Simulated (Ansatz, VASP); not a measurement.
One calculation of Nb, two programs

The input INCAR:

```
PREC = Accurate
ENCUT = 520
EDIFF = 1E-7
ISMEAR = -1
SIGMA = 0.1
LREAL = False
LASPH = True
NELM = 80
ALGO = Normal
ISIF = 2
LWAVE = False
LCHARG = False
GGA = B5
ALDAX = 1.0
AGGAX = 1.0
AGGAC = 1.0
ALDAC = 0.0
NBANDS = 20
```

Contents of KPOINTS:

```
regular mesh
0
Gamma
  10 10 10
```

The input POSCAR:

```
Nb
1.0
    0.0000000000      3.1381753635      3.1381753635
    3.1381753635      0.0000000000      3.1381753635
    3.1381753635      3.1381753635      0.0000000000
Nb
2
Direct
    0.1250000000      0.1250000000      0.1250000000
    0.8750000000      0.8750000000      0.8750000000
```

Input for Ansatz:

```yaml
crystal:
  lattice:
    - [0.0, 3.1381753635, 3.1381753635]
    - [3.1381753635, 0.0, 3.1381753635]
    - [3.1381753635, 3.1381753635, 0.0]
  atoms:
    - { symbol: Nb, position: [0.125, 0.125, 0.125] }
    - { symbol: Nb, position: [0.875, 0.875, 0.875] }
hamiltonian:
  xc: blyp
  pseudopotentials:
    kind: paw
    azcp:
      Nb: "pseudopotentials/Nb.paw.azcp"
basis:
  ecutwfc: 420
  fft_grid_basis: typed
kpoints:
  mp_grid: { grid: [10, 10, 10], shift: [0, 0, 0] }
magnetization:
  spin_polarized: false
scf:
  occupations: { method: fermi_dirac, width: 0.1 }
  lower_state_search: "off"
output:
  stress: true
```

Alike in both runs: task single point; functional BLYP; k mesh 10 × 10 × 10; occupations fermi-dirac, width 0.1 eV; no spin polarisation.

|  | VASP | Ansatz |
| --- | --- | --- |
| version | VASP 6.6.1 | Ansatz 0.2.0 |
| potentials or method | VASP PAW PBE potentials, release 64 (Nb_sv), cutoff 520 eV | plane waves (420 eV) with PAW, scalar-relativistic |
| valence electrons in the cell | 26 | 26 |

VASP gave:

| Property | Result |
| --- | --- |
| pressure (GPa) | -5.1 |

Q: Which values does Ansatz return?

A: Pressure (GPa): -5.0.

VASP's potentials were made for PBE, not for BLYP.
